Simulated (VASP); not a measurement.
# Mg2Sn (Fm-3m) in VASP: settings compared

The runs below take Mg2Sn through relaxation of cell and atoms, single point, with r2SCAN, HSE06, PBE0.

Program: VASP 6.6.1. These are calculated values, not measurements. Logs are shortened: lines on timing, memory, paths and dates and some standing lists are left out, and cuts for length are marked.

## Step 1: The cell of the first run

The structure is cubic, space group Fm-3m (No. 225). Conventional cell: a = 6.815 Å, b = 6.815 Å, c = 6.815 Å, α = 90.00°, β = 90.00°, γ = 90.00°. Sn (site symmetry m-3m) has 8 Mg at 2.95 Å within 3.9 Å. Mg (site symmetry -43m) has 4 Sn at 2.95 Å and 6 Mg at 3.41 Å within 3.9 Å.

## Step 2: Relaxation of cell and atoms, r2SCAN

Contents of POSCAR:

```
Mg2Sn
1.0
    0.0000000000      3.4073116578      3.4073116578
    3.4073116578      0.0000000000      3.4073116578
    3.4073116578      3.4073116578      0.0000000000
Sn Mg
1 2
Direct
    0.0000000000      0.0000000000      0.0000000000
    0.2500000000      0.2500000000      0.2500000000
    0.7500000000      0.7500000000      0.7500000000
```

Contents of INCAR.step1:

```
ALGO = Normal ; EDIFF = 1E-5
EDIFFG = -0.005 ; ENCUT = 660
GGA = PE ; GGA_COMPAT = F
IBRION = 2 ; ISIF = 3
ISMEAR = -1 ; LASPH = T
LCHARG = F ; LREAL = F
LWAVE = T ; NELM = 120
NELMIN = 4 ; NSW = 100
PREC = Accurate ; SIGMA = 0.02
```

Contents of INCAR.step2:

```
ALGO = Normal ; EDIFF = 1E-7
EDIFFG = -0.005 ; ENCUT = 660
GGA_COMPAT = F ; IBRION = 2
ISIF = 3 ; ISMEAR = -1
ISTART = 1 ; LASPH = T
LCHARG = F ; LMIXTAU = T
LREAL = F ; LWAVE = F
METAGGA = R2SCAN ; NELM = 120
NELMIN = 4 ; NSW = 80
PREC = Accurate ; SIGMA = 0.02
```

Contents of KPOINTS:

```
k-points
0
Gamma
  6 6 6
```

Potentials or basis: VASP PAW PBE potentials, release 64 (Sn_d, Mg).

Run with:

```console
$ cat potpaw_PBE.64/Sn_d/POTCAR potpaw_PBE.64/Mg/POTCAR > POTCAR
$ cp INCAR.step1 INCAR
$ mpirun -np 1 vasp_std > vasp.out
$ cp INCAR.step2 INCAR
$ mpirun -np 1 vasp_std > vasp.out
```

OUTCAR:

```text
EDIFF = 1E-7
   EDIFFG = -0.005
   ENCUT = 660
   IBRION = 2
   ISIF = 3
   ISMEAR = -1
   ISTART = 1
   LASPH = T
   LREAL = F
   METAGGA = R2SCAN
   NELM = 120
   NELMIN = 4
   NSW = 80
   PREC = Accurate

 ion  position               nearest neighbor table
   1  0.000  0.000  0.000-   3 2.95   3 2.95   3 2.95   2 2.95   3 2.95   2 2.95   2 2.95   2 2.95

   2  0.250  0.250  0.250-   1 2.95   1 2.95   1 2.95   1 2.95   3 3.41   3 3.41   3 3.41   3 3.41
                             3 3.41   3 3.41
   3  0.750  0.750  0.750-   1 2.95   1 2.95   1 2.95   1 2.95   2 3.41   2 3.41   2 3.41   2 3.41
                             2 3.41   2 3.41

  LATTYP: Found a face centered cubic cell.
 ALAT       =     6.8146233156

  Lattice vectors:

 A1 = (   0.0000000000,   3.4073116578,   3.4073116578)
 A2 = (   3.4073116578,   0.0000000000,   3.4073116578)
 A3 = (   3.4073116578,   3.4073116578,   0.0000000000)

Analysis of symmetry for initial positions (statically):
=====================================================================
 Subroutine PRICEL returns:
 Original cell was already a primitive cell.

 Routine SETGRP: Setting up the symmetry group for a
 face centered cubic supercell.

 Subroutine GETGRP returns: Found 48 space group operations
 (whereof 48 operations were pure point group operations)
 out of a pool of 48 trial point group operations.

The static configuration has the point symmetry O_h .

Analysis of symmetry for dynamics (positions and initial velocities):
=====================================================================
 Subroutine PRICEL returns:
 Original cell was already a primitive cell.

 Routine SETGRP: Setting up the symmetry group for a
 face centered cubic supercell.

 Subroutine GETGRP returns: Found 48 space group operations
 (whereof 48 operations were pure point group operations)
 out of a pool of 48 trial point group operations.

The dynamic configuration has the point symmetry O_h .

 Subroutine INISYM returns: Found 48 space group operations
 (whereof 48 operations are pure point group operations),
 and found     1 'primitive' translations

----------------------------------------------------------------------------------------

                                     Primitive cell

  volume of cell :      79.1162

  direct lattice vectors                    reciprocal lattice vectors
     0.000000000  3.407311658  3.407311658    -0.146743254  0.146743254  0.146743254
[... 71 lines left out ...]
   ISTART =      1    job   : 0-new  1-cont  2-samecut
   ICHARG =      0    charge: 1-file 2-atom 10-const
   ISPIN  =      1    spin polarized calculation?
   LNONCOLLINEAR =      F non collinear calculations
   LSORBIT =      F    spin-orbit coupling
   LASPH  =      T    aspherical Exc in radial PAW
   ENCUT  =  660.0 eV  48.51 Ry    6.96 a.u.  10.09 10.09 10.09*2*pi/ulx,y,z
   NELM   =    120;   NELMIN=  4; NELMDL=  0     # of ELM steps
   EDIFF  = 0.1E-06   stopping-criterion for ELM
   LREAL  =      F    real-space projection
   EDIFFG = -.5E-02   stopping-criterion for IOM
   NSW    =     80    number of steps for IOM
   IBRION =      2    ionic relax: 0-MD 1-quasi-New 2-CG
   NFREE  =      1    steps in history (QN), initial steepest desc. (CG)
   ISIF   =      3    stress and relaxation
   ISYM   =      2    0-nonsym 1-usesym 2-fastsym
   POTIM  = 0.5000    time-step for ionic-motion
   TEBEG  =    0.0;   TEEND  =   0.0 temperature during run
   PSTRESS=    0.0 pullay stress
   NELECT =      18.0000    total number of electrons
   NUPDOWN=      -1.0000    fix difference up-down
   EMIN   =  10.00;   EMAX   =-10.00  energy-range for DOS
   EFERMI =   0.00;   METHOD = LEGACY
   ISMEAR =    -1;   SIGMA  =   0.02  broadening in eV -4-tet -1-fermi 0-gaus
   EFERMI_NEDOS =   21; number of points for ismear=-14 and -15
   IALGO  =     38    algorithm
   IMIX   =      4    mixing-type and parameters
     AMIX     =   0.40;   BMIX     =  1.00
     AMIX_MAG =   1.60;   BMIX_MAG =  1.00
  volume/ion in A,a.u.               =      26.37       177.97
  Fermi-wavevector in a.u.,A,eV,Ry     =   0.999410  1.888612 13.589783  0.998821
  Thomas-Fermi vector in A             =   2.131699
   LORBIT       =      0    0 simple, 1 ext, 2 COOP (PROOUT), +10 PAW based schemes
   METAGGA = R2SCAN    functional components
   LHFCALC =     F    Hartree Fock is set to
   AEXX    =    0.0000 exact exchange contribution
   IVDW    =     0    specifies the selected vdW correction
   LEPSILON=     F    determine dielectric tensor
   LRPA    =     F    only Hartree local field effects (RPA)
 conjugate gradient relaxation of ions
 non-spin polarized calculation
  energy-cutoff  :      660.00
  volume of cell :       79.12
 maximum number of plane-waves:      3071
   NGX = 21   NGY = 21   NGZ = 21

--------------------------------------- Ionic step        1  -------------------------------------------

 number of electron      18.0000004 magnetization

 Free energy of the ion-electron system (eV)
  ---------------------------------------------------
  ext. energy  EPLUGINS =         0.00000000
  ---------------------------------------------------
  free energy    TOTEN  =       -33.80016214 eV

  energy without entropy =      -33.79997946  energy(sigma->0) =      -33.80007080

------------------------ aborting loop because EDIFF is reached ----------------------------------------

  FORCE on cell =-STRESS in cart. coord.  units (eV):
  Direction    XX          YY          ZZ          XY          YZ          ZX
  --------------------------------------------------------------------------------------
  -------------------------------------------------------------------------------------
  Total       -0.6240161     -0.6240161     -0.6240161      0.0000000     -0.0000000      0.0000000
  in kB      -12.6369080    -12.6369080    -12.6369080      0.0000000     -0.0000000      0.0000000
  external PRESSURE =     -12.6369080 kB  Pullay stress =       0.0000000 kB
[... 61 lines left out ...]
--------------------------------------- Ionic step        3  -------------------------------------------

 number of electron      18.0000002 magnetization

 Free energy of the ion-electron system (eV)
  ---------------------------------------------------
  ext. energy  EPLUGINS =         0.00000000
  ---------------------------------------------------
  free energy    TOTEN  =       -33.80931335 eV

  energy without entropy =      -33.80924501  energy(sigma->0) =      -33.80927918

 E-fermi :   4.3199     XC(G=0):  -9.3116

 val. band max:        4.2302824652   @ k =   0.0000   0.0000   0.0000
 cond. band min:       4.4094544934   @ k =   0.5000   0.5000   0.0000
 fundamental gap:      0.1791720282
 Fermi energy:         4.3198683730

 k-point     1 :       0.0000    0.0000    0.0000
  band No.  band energies     occupation
      1     -17.2176      2.00000
      2     -17.2176      2.00000
      3     -17.2176      2.00000
      4     -17.1696      2.00000
      5     -17.1696      2.00000
      6      -5.2810      2.00000
      7       4.2303      1.97757
      8       4.2303      1.97757
      9       4.2303      1.97757
     10       6.2648      0.00000
     11       6.6318      0.00000
     12       6.6318      0.00000
     13       6.6318      0.00000
[... 268 lines left out ...]
  FREE ENERGIE OF THE ION-ELECTRON SYSTEM (eV)
  ---------------------------------------------------
  free  energy   TOTEN  =       -33.8093133539 eV

  energy  without entropy=      -33.8092450092  energy(sigma->0) =      -33.80927918

 reached required accuracy - stopping structural energy minimisation
```

Run time: 2.4 min. Hardware: 1 thread of Intel Xeon 6975P-C (Granite Rapids), shared host; peak memory 0.27 GiB.

What came out:

- Free energy: -33.8093 eV
- Relaxed volume: 25.63 Å³/atom
- Relaxed cell: a = 4.773 Å, b = 4.773 Å, c = 4.773 Å, α = 60.00°, β = 60.00°, γ = 60.00°
- Space group after relaxing (to 0.05 Å): Fm-3m (No. 225)
- Energy gained by relaxing: 3.1 meV/atom
- Ionic steps: 3
- Pressure after relaxing: 0.0 GPa
- Band gap on the k mesh: 0.18 eV, indirect (least direct gap 2.02 eV)

Step by step:
```
step  energy change (eV)  largest force (eV/Å)  pressure (GPa)  volume (Å³)
   1              0.0000                0.0000           -1.26        79.12
   2             -0.0091                0.0000            0.07        76.76
   3             -0.0092                0.0000           -0.01        76.88
```

Final structure:
```yaml
crystal:
  lattice:
    - [0.00000, 3.37484, 3.37484]
    - [3.37484, 0.00000, 3.37484]
    - [3.37484, 3.37484, 0.00000]
  atoms:
    - { symbol: Sn, position: [0.00000, 0.00000, 0.00000] }
    - { symbol: Mg, position: [0.25000, 0.25000, 0.25000] }
    - { symbol: Mg, position: [0.75000, 0.75000, 0.75000] }
```

Caveat: the PAW data sets were made with another functional, which shifts forces and pressure a little; spin-orbit coupling is left out, which moves the levels of the heavy elements. A k mesh can miss the band edges.

## Step 3: Single point, HSE06

This run uses another cell than the first one, of 25.74 Å³/atom, 0.976 times its volume.

Contents of POSCAR:

```
Mg2Sn
1.0
    0.0000000000      3.3799352829      3.3799352829
    3.3799352829      0.0000000000      3.3799352829
    3.3799352829      3.3799352829      0.0000000000
Sn Mg
1 2
Direct
    0.0000000000      0.0000000000      0.0000000000
    0.2500000000      0.2500000000      0.2500000000
    0.7500000000      0.7500000000      0.7500000000
```

Contents of INCAR.step1:

```
SYSTEM = Mg2Sn
PREC = Accurate
ENCUT = 520
EDIFF = 1E-5
ISMEAR = -1
SIGMA = 0.02
LREAL = .FALSE.
LASPH = .TRUE.
NELM = 120
ALGO = Normal
ISIF = 2
LWAVE = .TRUE.
LCHARG = .FALSE.
NBANDS = 16
GGA = PE
GGA_COMPAT = .FALSE.
```

Contents of INCAR.step2:

```
SYSTEM = Mg2Sn
PREC = Accurate
ENCUT = 520
EDIFF = 1E-6
ISMEAR = -1
SIGMA = 0.02
LREAL = .FALSE.
LASPH = .TRUE.
NELM = 120
ALGO = Normal
ISIF = 2
LWAVE = .FALSE.
LCHARG = .FALSE.
GGA = PE
LHFCALC = .TRUE.
HFSCREEN = 0.2079
PRECFOCK = Normal
NBANDS = 16
ISTART = 1
GGA_COMPAT = .FALSE.
```

Contents of KPOINTS:

```
regular mesh
0
G
  4 4 4
  0 0 0
```

Potentials or basis: VASP PAW PBE potentials, release 64 (Sn_d, Mg).

Run with:

```console
$ cat potpaw_PBE.64/Sn_d/POTCAR potpaw_PBE.64/Mg/POTCAR > POTCAR
$ cp INCAR.step1 INCAR
$ mpirun -np 1 vasp_std > vasp.out
$ cp INCAR.step2 INCAR
$ mpirun -np 1 vasp_std > vasp.out
```

Wall time 6.9 min (1 thread of Intel Xeon 6975P-C (Granite Rapids), shared host); peak memory 0.32 GiB.

The run converged. Its results:

* Free energy: -8.1358 eV
* Pressure: -0.1 GPa
* Band gap on the k mesh: 0.17 eV, indirect (least direct gap 2.07 eV)

Levels at points of the mesh, in eV from the valence-band top:
| k point | band 6 | band 7 | band 8 | band 9 | band 10 | band 11 | band 12 | band 13 |
| --- | --- | --- | --- | --- | --- | --- | --- | --- |
| (0.00, 0.00, 0.00) | -10.13 | 0.00 | 0.00 | 0.00 | 2.07 | 2.59 | 2.59 | 2.59 |
| (0.50, 0.00, 0.00) | -8.66 | -5.35 | -0.92 | -0.92 | 1.15 | 2.66 | 2.66 | 4.55 |
| (0.50, 0.50, 0.00) | -8.06 | -5.10 | -2.34 | -2.34 | 0.17 | 0.49 | 8.06 | 8.06 |

Caveat: the PAW data sets were made with another functional, which shifts forces and pressure a little; spin-orbit coupling is left out, which moves the levels of the heavy elements. A k mesh can miss the band edges.

## Step 4: Single point, PBE0

This run uses another cell than the first one, of 25.74 Å³/atom, 0.976 times its volume.

POSCAR is that of step 3.

Contents of INCAR.step1:

```
  PREC = Accurate
  ENCUT = 520
  EDIFF = 1E-5
  ISMEAR = 0
  SIGMA = 0.01
  LREAL = F
  LASPH = T
  NELM = 120
  ALGO = Normal
  ISIF = 2
  LWAVE = T
  LCHARG = F
  GGA = PE
  NBANDS = 16
  GGA_COMPAT = F
```

Contents of INCAR.step2:

```
  PREC = Accurate
  ENCUT = 520
  EDIFF = 1E-6
  ISMEAR = 0
  SIGMA = 0.01
  LREAL = F
  LASPH = T
  NELM = 120
  ALGO = Normal
  ISIF = 2
  LWAVE = F
  LCHARG = F
  GGA = PE
  LHFCALC = T
  AEXX = 0.25
  PRECFOCK = Normal
  ISTART = 1
  NBANDS = 16
  GGA_COMPAT = F
```

Contents of KPOINTS:

```
regular mesh
0
Gamma
  4 4 4
```

Run with:

```console
$ cat potpaw_PBE.64/Sn_d/POTCAR potpaw_PBE.64/Mg/POTCAR > POTCAR
$ cp INCAR.step1 INCAR
$ mpirun -np 1 vasp_std > vasp.out
$ cp INCAR.step2 INCAR
$ mpirun -np 1 vasp_std > vasp.out
```

Run time: 5.1 min. Hardware: 1 thread of Intel Xeon 6975P-C (Granite Rapids), shared host; peak memory 0.22 GiB.

The run converged. Its results:

```
Free energy            : -8.6728 eV
Pressure               : 0.1 GPa
Band gap on the k mesh : zero (band 9 reaches 4.32 eV, above the bottom of band 10 at 3.98 eV)
```

Levels at points of the mesh, in eV from the Fermi level:
```
           k point  band 5  band 6  band 7  band 8  band 9  band 10  band 11  band 12  band 13  band 14
(0.00, 0.00, 0.00)  -23.44  -10.61    0.23    0.23    0.23     2.36     2.91     2.91     2.91     5.19
(0.50, 0.00, 0.00)  -23.44   -9.14   -5.81   -1.30   -1.30     1.46     2.99     2.99     4.90     8.09
(0.50, 0.50, 0.00)  -23.44   -8.54   -5.55   -2.74   -2.74    -0.11     0.80     8.43     8.43     8.64
```

Caveat: the k points lie up to 0.40 Å⁻¹ apart; the PAW data sets were made with another functional, which shifts forces and pressure a little; spin-orbit coupling is left out, which moves the levels of the heavy elements.

## Step 5: The runs side by side

```csv
task,level,cell,k mesh,cutoff (eV),smearing,grid for exact exchange (PRECFOCK),screening parameter,gap on the mesh (eV),pressure (GPa)
relaxation of cell and atoms,r2SCAN,"relaxed from a = 4.819 Å, angles 60.0°, 3 atoms",6 × 6 × 6,660,fermi-dirac 0.02 eV,-,-,0.18,0.0
single point,HSE06,"a = 4.780 Å, angles 60.0°, 3 atoms",4 × 4 × 4,520,fermi-dirac 0.02 eV,Normal,0.2079 1/Å,0.17,-0.1
single point,PBE0,"a = 4.780 Å, angles 60.0°, 3 atoms",4 × 4 × 4,520,gaussian 0.01 eV,Normal,-,none,0.1
```

Alike in all rows: potentials or basis VASP PAW PBE potentials, release 64 (Sn_d, Mg); no spin polarisation.

Caveats: some runs use coarse meshes; the PAW data sets were made with another functional, which shifts forces and pressure a little; spin-orbit coupling is left out, which moves the levels of the heavy elements.

Absolute energies hang on the potentials; compare differences alone.
